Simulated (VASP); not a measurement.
# SrSn3Pd (I4mm) in VASP: single point with LDA

Aim: the single point of SrSn3Pd with LDA.

All numbers are computed with VASP 6.6.1; they aren't measurements. Logs are shortened: lines on timing, memory, paths and dates and some standing lists are left out, and cuts for length are marked.

## 1. The cell of the first run

It takes space group I4mm (No. 107, tetragonal). Conventional cell: a = 4.756 Å, b = 4.756 Å, c = 11.029 Å, α = 90.00°, β = 90.00°, γ = 90.00°. Sr (site symmetry 4mm) has 13 Sn at 3.49 to 4.60 Å and 5 Pd at 3.74 to 3.87 Å and 4 Sr at 4.76 Å within 4.8 Å. Sn (site symmetry 2mm) has 2 Pd at 2.63 Å and 6 Sn at 3.00 to 3.36 Å and 4 Sr at 3.63 to 3.65 Å within 3.7 Å. Sn (site symmetry 4mm) has 1 Pd at 2.56 Å and 4 Sn at 3.00 Å and 4 Sr at 3.49 Å within 3.5 Å. Pd (site symmetry 4mm) has 5 Sn at 2.56 to 2.63 Å within 3.4 Å.

## 2. Single point, LDA

INCAR reads:

```
ALGO = Fast ; EDIFF = 1E-6
ENCUT = 520 ; GGA = CA
ISIF = 2 ; ISMEAR = 0
LASPH = T ; LCHARG = F
LREAL = F ; LWAVE = F
NBANDS = 39 ; NELM = 100
PREC = Accurate ; SIGMA = 0.1
```

KPOINTS reads:

```
k-points
0
Gamma
  10 10 10
```

POSCAR reads:

```
SrSn3Pd
1.0
   -2.3778464748      2.3778464748      5.5142650849
    2.3778464748     -2.3778464748      5.5142650849
    2.3778464748      2.3778464748     -5.5142650849
Sr Sn Pd
1 3 1
Direct
   -0.0053541793     -0.0053541793      0.0000000000
    0.7457390322      0.2457390322      0.5000000000
    0.2457390322      0.7457390322      0.5000000000
    0.4114671915      0.4114671915      0.0000000000
    0.6434089232      0.6434089232      0.0000000000
```

Potentials or basis: VASP PAW LDA potentials, release 64 (Sr_sv, Sn_d, Pd).

On the command line:

```bash
> cat potpaw_LDA.64/Sr_sv/POTCAR potpaw_LDA.64/Sn_d/POTCAR potpaw_LDA.64/Pd/POTCAR > POTCAR
> mpirun -np 1 vasp_std > vasp.out
```

OUTCAR:

```text
EDIFF = 1E-6
   ENCUT = 520
   GGA = CA
   ISIF = 2
   ISMEAR = 0
   LASPH = T
   LREAL = F
   NELM = 100
   PREC = Accurate

 ion  position               nearest neighbor table
   1  0.995  0.995  0.000-   4 3.49   4 3.49   4 3.49   4 3.49   3 3.63   2 3.63   3 3.63   2 3.63
                             2 3.65   3 3.65   3 3.65   2 3.65   5 3.74   5 3.74   5 3.74   5 3.74
   2  0.746  0.246  0.500-   5 2.63   5 2.63   4 3.00   4 3.00   3 3.36   3 3.36   3 3.36   3 3.36
                             1 3.63   1 3.63   1 3.65   1 3.65
   3  0.246  0.746  0.500-   5 2.63   5 2.63   4 3.00   4 3.00   2 3.36   2 3.36   2 3.36   2 3.36
                             1 3.63   1 3.63   1 3.65   1 3.65
   4  0.411  0.411  0.000-   5 2.56   3 3.00   2 3.00   3 3.00   2 3.00   1 3.49   1 3.49   1 3.49
                             1 3.49
   5  0.643  0.643  0.000-   4 2.56   2 2.63   3 2.63   2 2.63   3 2.63   1 3.74   1 3.74   1 3.74
                             1 3.74   1 3.87

  LATTYP: Found a body centered tetragonal cell.
 ALAT       =     4.7556929496
 C/A-ratio  =     2.3190164476

  Lattice vectors:

 A1 = (  -2.3778464748,   2.3778464748,   5.5142650849)
 A2 = (   2.3778464748,  -2.3778464748,   5.5142650849)
 A3 = (   2.3778464748,   2.3778464748,  -5.5142650849)

Analysis of symmetry for initial positions (statically):
=====================================================================
 Subroutine PRICEL returns:
 Original cell was already a primitive cell.

 Routine SETGRP: Setting up the symmetry group for a
 body centered tetragonal supercell.

 Subroutine GETGRP returns: Found  8 space group operations
 (whereof  8 operations were pure point group operations)
 out of a pool of 16 trial point group operations.

The static configuration has the point symmetry C_4v.

Analysis of symmetry for dynamics (positions and initial velocities):
=====================================================================
 Subroutine PRICEL returns:
 Original cell was already a primitive cell.

 Routine SETGRP: Setting up the symmetry group for a
 body centered tetragonal supercell.

 Subroutine GETGRP returns: Found  8 space group operations
 (whereof  8 operations were pure point group operations)
 out of a pool of 16 trial point group operations.

The dynamic configuration has the point symmetry C_4v.

 Subroutine INISYM returns: Found  8 space group operations
 (whereof  8 operations are pure point group operations),
 and found     1 'primitive' translations

----------------------------------------------------------------------------------------

                                     Primitive cell

  volume of cell :     124.7140

  direct lattice vectors                    reciprocal lattice vectors
    -2.377846475  2.377846475  5.514265085     0.000000000  0.210274299  0.090673914
     2.377846475 -2.377846475  5.514265085     0.210274299  0.000000000  0.090673914
     2.377846475  2.377846475 -5.514265085     0.210274299  0.210274299  0.000000000

  length of vectors
     6.458748110  6.458748110  6.458748110     0.228991352  0.228991352  0.297372765

  position of ions in fractional coordinates (direct lattice)
     0.994645821  0.994645821  0.000000000
     0.745739032  0.245739032  0.500000000
     0.245739032  0.745739032  0.500000000
     0.411467192  0.411467192  0.000000000
     0.643408923  0.643408923  0.000000000

  ion indices of the primitive-cell ions
   primitive index   ion index
                 1           1
                 2           2
                 3           3
                 4           4
                 5           5

----------------------------------------------------------------------------------------

 KPOINTS: k-points

Automatic generation of k-mesh.
 Grid dimensions read from file:
 generate k-points for:   10   10   10

 Generating k-lattice:

  Cartesian coordinates                     Fractional coordinates (reciprocal lattice)
     0.000000000  0.021027430  0.009067391     0.100000000  0.000000000 -0.000000000
     0.021027430  0.000000000  0.009067391     0.000000000  0.100000000 -0.000000000
     0.021027430  0.021027430  0.000000000     0.000000000  0.000000000  0.100000000

  Length of vectors
     0.022899135  0.022899135  0.029737277

  Shift w.r.t. Gamma in fractional coordinates (k-lattice)
     0.000000000  0.000000000  0.000000000

 Subroutine IBZKPT returns following result:
 ===========================================

 Found    102 irreducible k-points:

 Following reciprocal coordinates:
            Coordinates               Weight
  0.000000  0.000000  0.000000      1.000000
  0.100000  0.000000  0.000000      8.000000
  0.200000  0.000000  0.000000      8.000000
  0.300000  0.000000 -0.000000      8.000000
  0.400000  0.000000  0.000000      8.000000
  0.500000  0.000000 -0.000000      4.000000
[... 16 lines left out ...]
  0.300000  0.300000 -0.000000      8.000000
  0.400000  0.300000  0.000000     16.000000
 [... further k-points ...]
   k-points           NKPTS =    102   k-points in BZ     NKDIM =    102   number of bands    NBANDS=     39
   number of dos      NEDOS =    301   number of ions     NIONS =      5
   total plane-waves  NPLWV = 110592
   dimension x,y,z NGX =    48 NGY =   48 NGZ =   48
   dimension x,y,z NGXF=    96 NGYF=   96 NGZF=   96
   ions per type =               1   3   1
   NGX,Y,Z   is equivalent  to a cutoff of  12.36, 12.36, 12.36 a.u.
   NGXF,Y,Z  is equivalent  to a cutoff of  24.71, 24.71, 24.71 a.u.
 SYSTEM =  unknown system
   PREC   = accura    normal or accurate (medium, high low for compatibility)
   ISTART =      0    job   : 0-new  1-cont  2-samecut
   ICHARG =      2    charge: 1-file 2-atom 10-const
   ISPIN  =      1    spin polarized calculation?
   LNONCOLLINEAR =      F non collinear calculations
   LSORBIT =      F    spin-orbit coupling
   LASPH  =      T    aspherical Exc in radial PAW
   ENCUT  =  520.0 eV  38.22 Ry    6.18 a.u.  12.01 12.01 12.01*2*pi/ulx,y,z
   NELM   =    100;   NELMIN=  2; NELMDL= -5     # of ELM steps
   EDIFF  = 0.1E-05   stopping-criterion for ELM
   LREAL  =      F    real-space projection
   EDIFFG = 0.1E-04   stopping-criterion for IOM
   NSW    =      0    number of steps for IOM
   IBRION =     -1    ionic relax: 0-MD 1-quasi-New 2-CG
   NFREE  =      0    steps in history (QN), initial steepest desc. (CG)
   ISIF   =      2    stress and relaxation
   ISYM   =      2    0-nonsym 1-usesym 2-fastsym
   POTIM  = 0.5000    time-step for ionic-motion
   TEBEG  =    0.0;   TEEND  =   0.0 temperature during run
   PSTRESS=    0.0 pullay stress
   NELECT =      62.0000    total number of electrons
   NUPDOWN=      -1.0000    fix difference up-down
   EMIN   =  10.00;   EMAX   =-10.00  energy-range for DOS
   EFERMI =   0.00;   METHOD = LEGACY
   ISMEAR =     0;   SIGMA  =   0.10  broadening in eV -4-tet -1-fermi 0-gaus
   EFERMI_NEDOS =   21; number of points for ismear=-14 and -15
   IALGO  =     68    algorithm
   IMIX   =      4    mixing-type and parameters
     AMIX     =   0.40;   BMIX     =  1.00
     AMIX_MAG =   1.60;   BMIX_MAG =  1.00
  volume/ion in A,a.u.               =      24.94       168.32
  Fermi-wavevector in a.u.,A,eV,Ry     =   1.296882  2.450751 22.883662  1.681902
  Thomas-Fermi vector in A             =   2.428310
   LORBIT       =      0    0 simple, 1 ext, 2 COOP (PROOUT), +10 PAW based schemes
   GGA     = CA    functional components
   LHFCALC =     F    Hartree Fock is set to
   AEXX    =    0.0000 exact exchange contribution
   IVDW    =     0    specifies the selected vdW correction
   LEPSILON=     F    determine dielectric tensor
   LRPA    =     F    only Hartree local field effects (RPA)
 non-spin polarized calculation
 RMM-DIIS sequential band-by-band and
 Gauss-broadening in eV      SIGMA  =   0.10
  energy-cutoff  :      520.00
  volume of cell :      124.71
 maximum number of plane-waves:      3379
   NGX = 23   NGY = 23   NGZ = 23

 number of electron      62.0000003 magnetization

 Free energy of the ion-electron system (eV)
  ---------------------------------------------------
  ext. energy  EPLUGINS =         0.00000000
  ---------------------------------------------------
  free energy    TOTEN  =       -25.00970836 eV

  energy without entropy =      -25.00004998  energy(sigma->0) =      -25.00487917

 E-fermi :   7.3613     XC(G=0): -10.6948

 val. band max:        7.3563471825   @ k =  -0.4000   0.5000   0.4000
 cond. band min:       7.3637299154   @ k =   0.2000   0.0000   0.0000
 fundamental gap:      0.0073827329
 Fermi energy:         7.3613252824

 k-point     1 :       0.0000    0.0000    0.0000
  band No.  band energies     occupation
      1     -28.3459      2.00000
      2     -14.1456      2.00000
      3     -14.1301      2.00000
      4     -14.1194      2.00000
      5     -14.1194      2.00000
      6     -14.0347      2.00000
[... 31 lines left out ...]
     38      11.2117      0.00000
     39      11.5919      0.00000

 k-point     2 :       0.1000    0.0000    0.0000
  band No.  band energies     occupation
      1     -28.3458      2.00000
      2     -14.1406      2.00000
      3     -14.1340      2.00000
      4     -14.1183      2.00000
      5     -14.1101      2.00000
      6     -14.0369      2.00000
[... 31 lines left out ...]
     38      11.3029      0.00000
     39      11.7981      0.00000

 k-point     3 :       0.2000    0.0000    0.0000
  band No.  band energies     occupation
      1     -28.3454      2.00000
      2     -14.1342      2.00000
      3     -14.1292      2.00000
      4     -14.1122      2.00000
      5     -14.0954      2.00000
      6     -14.0437      2.00000
[... 832 lines left out ...]
 k-point    23 :       0.3000    0.3000   -0.0000
  band No.  band energies     occupation
      1     -28.3442      2.00000
      2     -14.1323      2.00000
      3     -14.1138      2.00000
      4     -14.0722      2.00000
      5     -14.0709      2.00000
      6     -14.0537      2.00000
[... 31 lines left out ...]
     38      11.9252      0.00000
     39      11.9734      0.00000

 k-point    24 :       0.4000    0.3000    0.0000
  band No.  band energies     occupation
      1     -28.3439      2.00000
      2     -14.1249      2.00000
      3     -14.1115      2.00000
      4     -14.0832      2.00000
      5     -14.0585      2.00000
      6     -14.0454      2.00000
[... 31 lines left out ...]
     38      11.8597      0.00000
     39      12.0956      0.00000

 [... further k-points ...]

------------------------ aborting loop because EDIFF is reached ----------------------------------------

  FORCE on cell =-STRESS in cart. coord.  units (eV):
  Direction    XX          YY          ZZ          XY          YZ          ZX
  --------------------------------------------------------------------------------------
  -------------------------------------------------------------------------------------
  Total        0.1250974      0.1250974      0.1363756      0.0000000      0.0000000     -0.0000000
  in kB        1.6071032      1.6071032      1.7519910      0.0000000      0.0000000     -0.0000000
  external PRESSURE =       1.6553991 kB  Pullay stress =       0.0000000 kB

 VOLUME and BASIS-vectors are now :
 -----------------------------------------------------------------------------
  energy-cutoff  :      520.00
  volume of cell :      124.71
      direct lattice vectors                 reciprocal lattice vectors
    -2.377846475  2.377846475  5.514265085     0.000000000  0.210274299  0.090673914
     2.377846475 -2.377846475  5.514265085     0.210274299  0.000000000  0.090673914
     2.377846475  2.377846475 -5.514265085     0.210274299  0.210274299  0.000000000

 POSITION                                       TOTAL-FORCE (eV/Angst)
 -----------------------------------------------------------------------------------
      0.00000      0.00000     10.96948        -0.000000     -0.000000      0.002592
      0.00000      2.37785      2.71014         0.000000     -0.000000      0.006829
      2.37785      0.00000      2.71014        -0.000000      0.000000      0.006829
      0.00000      0.00000      4.53788         0.000000      0.000000     -0.013305
      0.00000      0.00000      7.09585        -0.000000     -0.000000     -0.002946
 -----------------------------------------------------------------------------------
    total drift:                               -0.000000     -0.000000      0.000104

  FREE ENERGIE OF THE ION-ELECTRON SYSTEM (eV)
  ---------------------------------------------------
  free  energy   TOTEN  =       -25.0097083576 eV

  energy  without entropy=      -25.0000499847  energy(sigma->0) =      -25.00487917
```

It took 20 min on 1 thread of AMD EPYC 9R45 (Zen 5), shared host; peak memory 0.57 GiB.

What came out:

| Item | Value |
| --- | --- |
| Free energy | -25.0097 eV |
| Pressure | 0.2 GPa |
| Largest force | 0.013 eV/Å |
| Band gap on the k mesh | zero (bands 31 and 32 overlap by 1.61 eV) |

Forces on the atoms (eV/Å):
```
Sr   0.000  0.000  0.003
Sn   0.000  0.000  0.007
Sn   0.000  0.000  0.007
Sn   0.000  0.000 -0.013
Pd   0.000  0.000 -0.003
```

Levels at points of the mesh, in eV from the Fermi level:
| k point | band 28 | band 29 | band 30 | band 31 | band 32 | band 33 | band 34 | band 35 |
| --- | --- | --- | --- | --- | --- | --- | --- | --- |
| (0.00, 0.00, 0.00) | -2.58 | -1.88 | -1.88 | 0.31 | 0.31 | 0.51 | 1.00 | 3.39 |
| (0.50, 0.00, 0.00) | -2.91 | -1.70 | -0.80 | -0.22 | 0.09 | 1.07 | 1.32 | 1.82 |
| (0.50, 0.50, 0.00) | -3.30 | -2.49 | -2.22 | -2.03 | 1.59 | 2.04 | 2.75 | 3.64 |
| (0.50, 0.50, 0.50) | -2.61 | -2.31 | -0.27 | 1.08 | 1.55 | 1.55 | 2.03 | 2.49 |

Caveat: spin-orbit coupling is left out, which moves the levels of the heavy elements.
